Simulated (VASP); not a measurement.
# ZnSe (F-43m) in VASP: further runs

Runs on ZnSe. Level: r2SCAN. Tasks: single point.

Everything below comes from runs of VASP 6.6.1. Logs are shortened: lines on timing, memory, paths and dates and some standing lists are left out, and cuts for length are marked.

### 1 The cell of the first run

The structure is cubic, space group F-43m (No. 216). The conventional cell has a = 5.665 Å, b = 5.665 Å, c = 5.665 Å, α = 90.00°, β = 90.00°, γ = 90.00°. Within 3.2 Å of Zn (site symmetry -43m) lie 4 Se at 2.45 Å. Se (site symmetry -43m) has 4 Zn at 2.45 Å within 3.2 Å.

### 2 Single point, r2SCAN

The input, POSCAR:

```
ZnSe
1.0
    0.0000000000      2.8324206805      2.8324206805
    2.8324206805      0.0000000000      2.8324206805
    2.8324206805      2.8324206805      0.0000000000
Zn Se
1 1
Direct
    0.0000000000      0.0000000000      0.0000000000
    0.2500000000      0.2500000000      0.2500000000
```

The input, INCAR.step1:

```
PREC = Accurate
ENCUT = 520
ISMEAR = 0
SIGMA = 0.01
LREAL = False
LASPH = True
NELM = 60
NBANDS = 16
GGA = PE
ALGO = Normal
EDIFF = 1E-4
LWAVE = True
LCHARG = False
```

The input, INCAR.step2:

```
PREC = Accurate
ENCUT = 520
EDIFF = 1E-6
ISMEAR = 0
SIGMA = 0.01
LREAL = False
LASPH = True
NELM = 60
ALGO = Normal
ISIF = 2
LWAVE = False
LCHARG = False
METAGGA = R2SCAN
LMIXTAU = True
NBANDS = 16
ISTART = 1
```

The input, KPOINTS:

```
regular mesh
0
Gamma
  4 4 4
```

Potentials or basis: VASP PAW PBE potentials, release 64 (Zn, Se).

Command:

```console
cat potpaw_PBE.64/Zn/POTCAR potpaw_PBE.64/Se/POTCAR > POTCAR
cp INCAR.step1 INCAR
mpirun -np 1 vasp_std > vasp.out
cp INCAR.step2 INCAR
mpirun -np 1 vasp_std > vasp.out
```

OUTCAR:

```text
PREC = Accurate
   ENCUT = 520
   EDIFF = 1E-6
   ISMEAR = 0
   LREAL = False
   LASPH = True
   NELM = 60
   ISIF = 2
   METAGGA = R2SCAN
   ISTART = 1

 ion  position               nearest neighbor table
   1  0.000  0.000  0.000-   2 2.45   2 2.45   2 2.45   2 2.45
   2  0.250  0.250  0.250-   1 2.45   1 2.45   1 2.45   1 2.45

  LATTYP: Found a face centered cubic cell.
 ALAT       =     5.6648413610

  Lattice vectors:

 A1 = (   0.0000000000,   2.8324206805,   2.8324206805)
 A2 = (   2.8324206805,   0.0000000000,   2.8324206805)
 A3 = (   2.8324206805,   2.8324206805,   0.0000000000)

Analysis of symmetry for initial positions (statically):
=====================================================================
 Subroutine PRICEL returns:
 Original cell was already a primitive cell.

 Routine SETGRP: Setting up the symmetry group for a
 face centered cubic supercell.

 Subroutine GETGRP returns: Found 24 space group operations
 (whereof 24 operations were pure point group operations)
 out of a pool of 48 trial point group operations.

The static configuration has the point symmetry T_d .

Analysis of symmetry for dynamics (positions and initial velocities):
=====================================================================
 Subroutine PRICEL returns:
 Original cell was already a primitive cell.

 Routine SETGRP: Setting up the symmetry group for a
 face centered cubic supercell.

 Subroutine GETGRP returns: Found 24 space group operations
 (whereof 24 operations were pure point group operations)
 out of a pool of 48 trial point group operations.

The dynamic configuration has the point symmetry T_d .

 Subroutine INISYM returns: Found 24 space group operations
 (whereof 24 operations are pure point group operations),
 and found     1 'primitive' translations

----------------------------------------------------------------------------------------

                                     Primitive cell

  volume of cell :      45.4468

  direct lattice vectors                    reciprocal lattice vectors
     0.000000000  2.832420680  2.832420680    -0.176527450  0.176527450  0.176527450
     2.832420680  0.000000000  2.832420680     0.176527450 -0.176527450  0.176527450
     2.832420680  2.832420680  0.000000000     0.176527450  0.176527450 -0.176527450

  length of vectors
     4.005647741  4.005647741  4.005647741     0.305754512  0.305754512  0.305754512

  position of ions in fractional coordinates (direct lattice)
     0.000000000  0.000000000  0.000000000
     0.250000000  0.250000000  0.250000000

  ion indices of the primitive-cell ions
   primitive index   ion index
                 1           1
                 2           2

----------------------------------------------------------------------------------------

 KPOINTS: regular mesh

Automatic generation of k-mesh.
 Grid dimensions read from file:
 generate k-points for:    4    4    4

 Generating k-lattice:

  Cartesian coordinates                     Fractional coordinates (reciprocal lattice)
    -0.044131862  0.044131862  0.044131862     0.250000000  0.000000000  0.000000000
     0.044131862 -0.044131862  0.044131862     0.000000000  0.250000000  0.000000000
     0.044131862  0.044131862 -0.044131862     0.000000000  0.000000000  0.250000000

  Length of vectors
     0.076438628  0.076438628  0.076438628

  Shift w.r.t. Gamma in fractional coordinates (k-lattice)
     0.000000000  0.000000000  0.000000000

 Subroutine IBZKPT returns following result:
 ===========================================

 Found      8 irreducible k-points:

 Following reciprocal coordinates:
            Coordinates               Weight
  0.000000  0.000000  0.000000      1.000000
  0.250000  0.000000  0.000000      8.000000
  0.500000  0.000000  0.000000      4.000000
  0.250000  0.250000  0.000000      6.000000
  0.500000  0.250000  0.000000     24.000000
 -0.250000  0.250000  0.000000     12.000000
  0.500000  0.500000  0.000000      3.000000
 -0.250000  0.500000  0.250000      6.000000
   k-points           NKPTS =      8   k-points in BZ     NKDIM =      8   number of bands    NBANDS=     16
   number of dos      NEDOS =    301   number of ions     NIONS =      2
   total plane-waves  NPLWV =  27000
   dimension x,y,z NGX =    30 NGY =   30 NGZ =   30
   dimension x,y,z NGXF=    60 NGYF=   60 NGZF=   60
   ions per type =               1   1
   NGX,Y,Z   is equivalent  to a cutoff of  12.45, 12.45, 12.45 a.u.
   NGXF,Y,Z  is equivalent  to a cutoff of  24.90, 24.90, 24.90 a.u.
 SYSTEM =  unknown system
   PREC   = accura    normal or accurate (medium, high low for compatibility)
   ISTART =      1    job   : 0-new  1-cont  2-samecut
   ICHARG =      0    charge: 1-file 2-atom 10-const
   ISPIN  =      1    spin polarized calculation?
   LNONCOLLINEAR =      F non collinear calculations
   LSORBIT =      F    spin-orbit coupling
   LASPH  =      T    aspherical Exc in radial PAW
   ENCUT  =  520.0 eV  38.22 Ry    6.18 a.u.   7.45  7.45  7.45*2*pi/ulx,y,z
   NELM   =     60;   NELMIN=  2; NELMDL=  0     # of ELM steps
   EDIFF  = 0.1E-05   stopping-criterion for ELM
   LREAL  =      F    real-space projection
   EDIFFG = 0.1E-04   stopping-criterion for IOM
   NSW    =      0    number of steps for IOM
   IBRION =     -1    ionic relax: 0-MD 1-quasi-New 2-CG
   NFREE  =      0    steps in history (QN), initial steepest desc. (CG)
   ISIF   =      2    stress and relaxation
   ISYM   =      2    0-nonsym 1-usesym 2-fastsym
   POTIM  = 0.5000    time-step for ionic-motion
   TEBEG  =    0.0;   TEEND  =   0.0 temperature during run
   PSTRESS=    0.0 pullay stress
   NELECT =      18.0000    total number of electrons
   NUPDOWN=      -1.0000    fix difference up-down
   EMIN   =  10.00;   EMAX   =-10.00  energy-range for DOS
   EFERMI =   0.00;   METHOD = LEGACY
   ISMEAR =     0;   SIGMA  =   0.01  broadening in eV -4-tet -1-fermi 0-gaus
   EFERMI_NEDOS =   21; number of points for ismear=-14 and -15
   IALGO  =     38    algorithm
   IMIX   =      4    mixing-type and parameters
     AMIX     =   0.40;   BMIX     =  1.00
     AMIX_MAG =   1.60;   BMIX_MAG =  1.00
  volume/ion in A,a.u.               =      22.72       153.35
  Fermi-wavevector in a.u.,A,eV,Ry     =   1.202259  2.271939 19.666213  1.445426
  Thomas-Fermi vector in A             =   2.338045
   LORBIT       =      0    0 simple, 1 ext, 2 COOP (PROOUT), +10 PAW based schemes
   METAGGA = R2SCAN    functional components
   LHFCALC =     F    Hartree Fock is set to
   AEXX    =    0.0000 exact exchange contribution
   IVDW    =     0    specifies the selected vdW correction
   LEPSILON=     F    determine dielectric tensor
   LRPA    =     F    only Hartree local field effects (RPA)
 non-spin polarized calculation
 Gauss-broadening in eV      SIGMA  =   0.01
  energy-cutoff  :      520.00
  volume of cell :       45.45
 maximum number of plane-waves:      1243
 NGX is ok and might be reduce to    30
   NGX = 15   NGY = 15   NGZ = 15

 number of electron      18.0000011 magnetization

 Free energy of the ion-electron system (eV)
  ---------------------------------------------------
  ext. energy  EPLUGINS =         0.00000000
  ---------------------------------------------------
  free energy    TOTEN  =       -24.85150081 eV

  energy without entropy =      -24.85150081  energy(sigma->0) =      -24.85150081

 E-fermi :   1.4243     XC(G=0):  -9.9171

 val. band max:        1.3362482009   @ k =   0.0000   0.0000   0.0000
 cond. band min:       3.1995630762   @ k =   0.0000   0.0000   0.0000
 fundamental gap:      1.8633148753
 Fermi energy:         1.4242740413

 k-point     1 :       0.0000    0.0000    0.0000
  band No.  band energies     occupation
      1     -12.3814      2.00000
      2      -5.3876      2.00000
      3      -5.3876      2.00000
      4      -5.3876      2.00000
      5      -4.9811      2.00000
      6      -4.9811      2.00000
      7       1.3362      2.00000
      8       1.3362      2.00000
      9       1.3362      2.00000
     10       3.1996      0.00000
     11       7.6356      0.00000
     12       7.6358      0.00000
     13       7.6358      0.00000
     14      11.9087      0.00000
     15      13.3527      0.00000
     16      13.3527      0.00000

 k-point     2 :       0.2500    0.0000    0.0000
  band No.  band energies     occupation
      1     -12.0050      2.00000
      2      -5.3335      2.00000
      3      -5.3335      2.00000
      4      -5.3155      2.00000
      5      -4.9811      2.00000
      6      -4.9810      2.00000
      7      -1.7094      2.00000
      8       0.8512      2.00000
      9       0.8512      2.00000
     10       4.6030      0.00000
     11       8.2757      0.00000
     12       8.2759      0.00000
     13       8.4196      0.00000
     14      12.3265      0.00000
     15      12.3265      0.00000
     16      12.6388      0.00000

 k-point     3 :       0.5000    0.0000    0.0000
  band No.  band energies     occupation
      1     -11.5612      2.00000
      2      -5.2922      2.00000
      3      -5.2922      2.00000
      4      -4.9636      2.00000
      5      -4.9635      2.00000
      6      -4.8245      2.00000
      7      -3.9840      2.00000
      8       0.4495      2.00000
      9       0.4495      2.00000
     10       4.3784      0.00000
     11       8.1845      0.00000
     12       8.1846      0.00000
     13      10.3977      0.00000
     14      13.0331      0.00000
     15      15.1432      0.00000
     16      15.1433      0.00000

 k-point     4 :       0.2500    0.2500    0.0000
  band No.  band energies     occupation
      1     -11.8784      2.00000
      2      -5.3879      2.00000
      3      -5.2708      2.00000
      4      -5.2708      2.00000
      5      -5.0070      2.00000
      6      -4.9560      2.00000
      7      -1.5130      2.00000
      8       0.0614      2.00000
      9       0.0614      2.00000
     10       5.6915      0.00000
     11       5.8272      0.00000
     12       9.9511      0.00000
     13       9.9512      0.00000
     14      10.1281      0.00000
     15      14.2581      0.00000
     16      15.8706      0.00000

 k-point     5 :       0.5000    0.2500    0.0000
  band No.  band energies     occupation
      1     -11.4306      2.00000
      2      -5.2893      2.00000
      3      -5.2074      2.00000
      4      -5.0913      2.00000
      5      -4.9537      2.00000
      6      -4.8417      2.00000
      7      -3.3188      2.00000
      8      -1.1442      2.00000
      9      -0.2909      2.00000
     10       5.5046      0.00000
     11       7.3907      0.00000
     12       9.4244      0.00000
     13      10.2337      0.00000
     14      13.1053      0.00000
     15      15.2999      0.00000
     16      16.2162      0.00000

 k-point     6 :      -0.2500    0.2500    0.0000
  band No.  band energies     occupation
      1     -11.5810      2.00000
      2      -5.2778      2.00000
      3      -5.2635      2.00000
      4      -5.1063      2.00000
      5      -4.9932      2.00000
      6      -4.9349      2.00000
      7      -2.8421      2.00000
      8      -1.2466      2.00000
      9       0.4077      2.00000
     10       5.9877      0.00000
     11       8.1628      0.00000
     12       8.6725      0.00000
     13       9.1835      0.00000
     14      11.7230      0.00000
     15      14.0914      0.00000
     16      16.1897      0.00000

 k-point     7 :       0.5000    0.5000    0.0000
  band No.  band energies     occupation
      1     -11.2818      2.00000
      2      -5.3283      2.00000
      3      -5.1206      2.00000
      4      -5.1206      2.00000
      5      -4.9309      2.00000
      6      -4.8002      2.00000
      7      -3.4736      2.00000
      8      -0.9048      2.00000
      9      -0.9047      2.00000
     10       4.6489      0.00000
     11       5.1934      0.00000
     12      12.8512      0.00000
     13      13.4032      0.00000
     14      13.4034      0.00000
     15      15.9209      0.00000
     16      16.4455      0.00000

 k-point     8 :      -0.2500    0.5000    0.2500
  band No.  band energies     occupation
      1     -11.2766      2.00000
      2      -5.2547      2.00000
      3      -5.1651      2.00000
      4      -5.0178      2.00000
      5      -5.0143      2.00000
      6      -4.6789      2.00000
      7      -3.3919      2.00000
      8      -1.4966      2.00000
      9      -1.3802      2.00000
     10       7.1537      0.00000
     11       7.4125      0.00000
     12       8.9164      0.00000
     13       9.5293      0.00000
     14      13.9051      0.00000
     15      15.7953      0.00000
     16      16.2538      0.00000

------------------------ aborting loop because EDIFF is reached ----------------------------------------

  FORCE on cell =-STRESS in cart. coord.  units (eV):
  Direction    XX          YY          ZZ          XY          YZ          ZX
  --------------------------------------------------------------------------------------
  -------------------------------------------------------------------------------------
  Total        0.1247557      0.1247557      0.1247557      0.0000000     -0.0000000     -0.0000000
  in kB        4.3981252      4.3981252      4.3981252      0.0000000     -0.0000000     -0.0000000
  external PRESSURE =       4.3981252 kB  Pullay stress =       0.0000000 kB

 VOLUME and BASIS-vectors are now :
 -----------------------------------------------------------------------------
  energy-cutoff  :      520.00
  volume of cell :       45.45
      direct lattice vectors                 reciprocal lattice vectors
     0.000000000  2.832420680  2.832420680    -0.176527450  0.176527450  0.176527450
     2.832420680  0.000000000  2.832420680     0.176527450 -0.176527450  0.176527450
     2.832420680  2.832420680  0.000000000     0.176527450  0.176527450 -0.176527450

 POSITION                                       TOTAL-FORCE (eV/Angst)
 -----------------------------------------------------------------------------------
      0.00000      0.00000      0.00000        -0.000000     -0.000000     -0.000000
      1.41621      1.41621      1.41621         0.000000      0.000000      0.000000
 -----------------------------------------------------------------------------------
    total drift:                                0.000022      0.000022      0.000022

  FREE ENERGIE OF THE ION-ELECTRON SYSTEM (eV)
  ---------------------------------------------------
  free  energy   TOTEN  =       -24.8515008083 eV

  energy  without entropy=      -24.8515008083  energy(sigma->0) =      -24.85150081
```

Wall time 40 s (1 thread of Intel Xeon Platinum 8259CL at 2.50GHz (Skylake/Cascade Lake), shared host); peak memory 0.17 GiB.

Results:

```
Free energy            : -24.8515 eV
Pressure               : 0.4 GPa
Band gap on the k mesh : 1.86 eV, direct
```

Caveat: the k points lie up to 0.48 Å⁻¹ apart; the PAW data sets were made with another functional, which shifts forces and pressure a little. r2SCAN opens gaps a little over a GGA but as a rule still falls short of measured ones.

[end of part 1 of 2]
